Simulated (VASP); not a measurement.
# Ba (I4_1/amd) in VASP: a series of runs, part 2 of 2

VASP 6.6.1.

### Step 4. Single point, PBE (volume scaled by 0.76)

The input, INCAR:

```
SYSTEM = Ba
ALGO = Normal
EDIFF = 1E-6
ENCUT = 520
GGA = PE
ISIF = 2
ISMEAR = -1
LASPH = .True.
LCHARG = .False.
LREAL = .False.
LWAVE = .False.
NBANDS = 17
NELM = 100
PREC = Accurate
SIGMA = 0.08
```

The input, KPOINTS:

```
k-points
0
Gamma
  10 10 10
  0 0 0
```

The input, POSCAR:

```
Ba
1.0
   -3.4834721413      3.4834721413      1.8929709621
    3.4834721413     -3.4834721413      1.8929709621
    3.4834721413      3.4834721413     -1.8929709621
Ba
2
Direct
   -0.3750000000     -0.1250000000     -0.2500000000
    0.3750000000      0.1250000000      0.2500000000
```

Potentials or basis: VASP PAW PBE potentials, release 64 (Ba_sv).

Run with:

```bash
cat potpaw_PBE.64/Ba_sv/POTCAR > POTCAR
mpirun -np 1 vasp_std > vasp.out
```

OUTCAR:

```text
SYSTEM = Ba
   EDIFF = 1E-6
   ENCUT = 520
   GGA = PE
   ISIF = 2
   ISMEAR = -1
   LASPH = .True.
   LREAL = .False.
   NELM = 100
   PREC = Accurate

 ion  position               nearest neighbor table
   1  0.625  0.875  0.750-   2 3.61   2 3.61   2 3.61   2 3.61   2 4.49   2 4.49   2 4.49   2 4.49

   2  0.375  0.125  0.250-   1 3.61   1 3.61   1 3.61   1 3.61   1 4.49   1 4.49   1 4.49   1 4.49

  LATTYP: Found a body centered tetragonal cell.
 ALAT       =     6.9669442826
 C/A-ratio  =     0.5434149852

  Lattice vectors:

 A1 = (  -3.4834721413,   3.4834721413,   1.8929709621)
 A2 = (   3.4834721413,  -3.4834721413,   1.8929709621)
 A3 = (   3.4834721413,   3.4834721413,  -1.8929709621)

Analysis of symmetry for initial positions (statically):
=====================================================================
 Subroutine PRICEL returns:
 Original cell was already a primitive cell.

 Routine SETGRP: Setting up the symmetry group for a
 body centered tetragonal supercell.

 Subroutine GETGRP returns: Found 16 space group operations
[... 159 lines left out ...]
  ---------------------------------------------------
  ext. energy  EPLUGINS =         0.00000000
  ---------------------------------------------------
  free energy    TOTEN  =        -3.19993177 eV

  energy without entropy =       -3.16271470  energy(sigma->0) =       -3.18132324

 E-fermi :   2.8175     XC(G=0):  -8.4857

 val. band max:        2.8005835033   @ k =  -0.3000  -0.4000   0.3000
 cond. band min:       2.8227322283   @ k =   0.4000   0.2000   0.1000
 fundamental gap:      0.0221487250
 Fermi energy:         2.8174550636

 k-point     1 :       0.0000    0.0000    0.0000
  band No.  band energies     occupation
      1     -25.9488      2.00000
      2     -25.6113      2.00000
      3     -11.6225      2.00000
      4     -11.6225      2.00000
      5     -10.5106      2.00000
      6     -10.4957      2.00000
[... 457 lines left out ...]
      4     -11.3317      2.00000
      5     -11.2531      2.00000
      6     -10.9955      2.00000
[... 9 lines left out ...]
     16       6.1768      0.00000
     17       6.5801      0.00000

 [... further k-points ...]
[... 5 lines left out ...]
  --------------------------------------------------------------------------------------
  -------------------------------------------------------------------------------------
  Total        2.0879260      2.0879260      2.1606313      0.0000000     -0.0000000      0.0000000
  in kB       36.4080192     36.4080192     37.6758123      0.0000000     -0.0000000      0.0000000
  external PRESSURE =      36.8306169 kB  Pullay stress =       0.0000000 kB

 VOLUME and BASIS-vectors are now :
 -----------------------------------------------------------------------------
  energy-cutoff  :      520.00
  volume of cell :       91.88
      direct lattice vectors                 reciprocal lattice vectors
    -3.483472141  3.483472141  1.892970962     0.000000000  0.143534950  0.264135061
     3.483472141 -3.483472141  1.892970962     0.143534950  0.000000000  0.264135061
     3.483472141  3.483472141 -1.892970962     0.143534950  0.143534950  0.000000000

 POSITION                                       TOTAL-FORCE (eV/Angst)
 -----------------------------------------------------------------------------------
      3.48347      1.74174      1.41973         0.000000     -0.000000      0.000000
      0.00000      1.74174      0.47324        -0.000000      0.000000     -0.000000
 -----------------------------------------------------------------------------------
    total drift:                               -0.000000     -0.000000      0.000000

  FREE ENERGIE OF THE ION-ELECTRON SYSTEM (eV)
  ---------------------------------------------------
  free  energy   TOTEN  =        -3.1999317749 eV

  energy  without entropy=       -3.1627146984  energy(sigma->0) =       -3.18132324
```

stdout:

```text
POSCAR found type information on POSCAR Ba
 POSCAR found :  1 types and       2 ions
 scaLAPACK will be used
 LDA part: xc-table for (Slater+PW92), standard interpolation
 POSCAR, INCAR and KPOINTS ok, starting setup
 FFT: planning ... GRIDC
 FFT: planning ... GRID_SOFT
 FFT: planning ... GRID
 WAVECAR not read
 entering main loop
```

It took 95 s on 1 thread of Intel Xeon Platinum 8488C (Sapphire Rapids), shared host; peak memory 0.31 GiB.

Results:

| Property | Result |
| --- | --- |
| Free energy | -3.1999 eV |
| Pressure | 3.7 GPa |
| Band gap on the k mesh | zero (band 10 reaches 3.22 eV, above the bottom of band 11 at 2.46 eV) |

Stress tensor (GPa, compression positive):
```
3.64 0.00 0.00
0.00 3.64 0.00
0.00 0.00 3.77
```

Caveat: spin-orbit coupling is left out, which moves the levels of the heavy elements.

### Step 5. Single point, PBE (volume scaled by 0.76)

The input, INCAR:

```
PREC = Accurate
ENCUT = 520
EDIFF = 1E-6
ISMEAR = -1
SIGMA = 0.08
LREAL = False
LASPH = True
NELM = 80
ALGO = Normal
ISIF = 2
LWAVE = False
LCHARG = True
GGA = PE
LELF = True
LVHAR = True
NBANDS = 17
```

The input, KPOINTS:

```
Automatic mesh
0
Gamma
  10 10 10
```

POSCAR is that of step 4.

Potentials or basis: VASP PAW PBE potentials, release 64 (Ba_sv).

Run with:

```bash
cat potpaw_PBE.64/Ba_sv/POTCAR > POTCAR
mpirun -np 1 vasp_std > vasp.out
```

OUTCAR:

```text
PREC = Accurate
   ENCUT = 520
   EDIFF = 1E-6
   ISMEAR = -1
   LREAL = False
   LASPH = True
   NELM = 80
   ISIF = 2
   GGA = PE

 ion  position               nearest neighbor table
   1  0.625  0.875  0.750-   2 3.61   2 3.61   2 3.61   2 3.61   2 4.49   2 4.49   2 4.49   2 4.49

   2  0.375  0.125  0.250-   1 3.61   1 3.61   1 3.61   1 3.61   1 4.49   1 4.49   1 4.49   1 4.49

  LATTYP: Found a body centered tetragonal cell.
 ALAT       =     6.9669442826
 C/A-ratio  =     0.5434149852

  Lattice vectors:

 A1 = (  -3.4834721413,   3.4834721413,   1.8929709621)
 A2 = (   3.4834721413,  -3.4834721413,   1.8929709621)
 A3 = (   3.4834721413,   3.4834721413,  -1.8929709621)

Analysis of symmetry for initial positions (statically):
=====================================================================
 Subroutine PRICEL returns:
 Original cell was already a primitive cell.

 Routine SETGRP: Setting up the symmetry group for a
 body centered tetragonal supercell.

 Subroutine GETGRP returns: Found 16 space group operations
 (whereof  4 operations were pure point group operations)
[... 158 lines left out ...]
  ---------------------------------------------------
  ext. energy  EPLUGINS =         0.00000000
  ---------------------------------------------------
  free energy    TOTEN  =        -3.19993177 eV

  energy without entropy =       -3.16271470  energy(sigma->0) =       -3.18132324

 E-fermi :   2.8175     XC(G=0):  -8.4857

 val. band max:        2.8005835033   @ k =  -0.3000  -0.4000   0.3000
 cond. band min:       2.8227322283   @ k =   0.4000   0.2000   0.1000
 fundamental gap:      0.0221487250
 Fermi energy:         2.8174550636

 k-point     1 :       0.0000    0.0000    0.0000
  band No.  band energies     occupation
      1     -25.9488      2.00000
      2     -25.6113      2.00000
      3     -11.6225      2.00000
      4     -11.6225      2.00000
      5     -10.5106      2.00000
      6     -10.4957      2.00000
[... 457 lines left out ...]
      4     -11.3317      2.00000
      5     -11.2531      2.00000
      6     -10.9955      2.00000
[... 9 lines left out ...]
     16       6.1768      0.00000
     17       6.5801      0.00000

 [... further k-points ...]
[... 5 lines left out ...]
  --------------------------------------------------------------------------------------
  -------------------------------------------------------------------------------------
  Total        2.0879260      2.0879260      2.1606313      0.0000000     -0.0000000      0.0000000
  in kB       36.4080192     36.4080192     37.6758123      0.0000000     -0.0000000      0.0000000
  external PRESSURE =      36.8306169 kB  Pullay stress =       0.0000000 kB

 VOLUME and BASIS-vectors are now :
 -----------------------------------------------------------------------------
  energy-cutoff  :      520.00
  volume of cell :       91.88
      direct lattice vectors                 reciprocal lattice vectors
    -3.483472141  3.483472141  1.892970962     0.000000000  0.143534950  0.264135061
     3.483472141 -3.483472141  1.892970962     0.143534950  0.000000000  0.264135061
     3.483472141  3.483472141 -1.892970962     0.143534950  0.143534950  0.000000000

 POSITION                                       TOTAL-FORCE (eV/Angst)
 -----------------------------------------------------------------------------------
      3.48347      1.74174      1.41973         0.000000     -0.000000      0.000000
      0.00000      1.74174      0.47324        -0.000000      0.000000     -0.000000
 -----------------------------------------------------------------------------------
    total drift:                               -0.000000     -0.000000      0.000000

  FREE ENERGIE OF THE ION-ELECTRON SYSTEM (eV)
  ---------------------------------------------------
  free  energy   TOTEN  =        -3.1999317749 eV

  energy  without entropy=       -3.1627146984  energy(sigma->0) =       -3.18132324
```

Wall time 93 s (1 thread of Intel Xeon Platinum 8488C (Sapphire Rapids), shared host); peak memory 0.32 GiB.

What came out:

```yaml
Free_energy: -3.1999 eV
Pressure: 3.7 GPa
Band_gap_on_the_k_mesh: zero (band 10 reaches 3.22 eV, above the bottom of band 11 at 2.46 eV)
```

Levels at points of the mesh, in eV from the Fermi level:
| k point | band 7 | band 8 | band 9 | band 10 | band 11 | band 12 | band 13 | band 14 |
| --- | --- | --- | --- | --- | --- | --- | --- | --- |
| (0.00, 0.00, 0.00) | -13.24 | -13.24 | -2.64 | -1.45 | 0.34 | 0.39 | 1.12 | 3.45 |
| (0.50, 0.00, 0.00) | -13.61 | -13.18 | -0.87 | -0.81 | 0.25 | 1.20 | 2.18 | 2.33 |
| (0.50, 0.50, 0.00) | -13.26 | -13.26 | -0.80 | -0.80 | 0.64 | 0.64 | 2.06 | 2.06 |
| (0.50, 0.50, 0.50) | -13.08 | -13.08 | -0.67 | -0.67 | 1.28 | 1.28 | 1.69 | 1.69 |

Caveat: spin-orbit coupling is left out, which moves the levels of the heavy elements.

### Step 6. Overview

```tsv
cell	gap on the mesh (eV)	pressure (GPa)
a = 4.869 Å, angles 97.5, 97.5, 137.6°, 2 atoms	none	10.3
a = 5.082 Å, angles 97.4, 97.4, 137.8°, 2 atoms	none	6.3
a = 5.278 Å, angles 97.4, 97.4, 138.0°, 2 atoms	none	3.7
```

Alike in all rows: task single point; level PBE; potentials or basis VASP PAW PBE potentials, release 64 (Ba_sv); no spin polarisation; k mesh 10 × 10 × 10; cutoff (eV) 520; smearing fermi-dirac 0.08 eV.

Caveats: spin-orbit coupling is left out, which moves the levels of the heavy elements.

Total energies depend on the potentials used, so only differences within one code and one set of settings carry meaning.
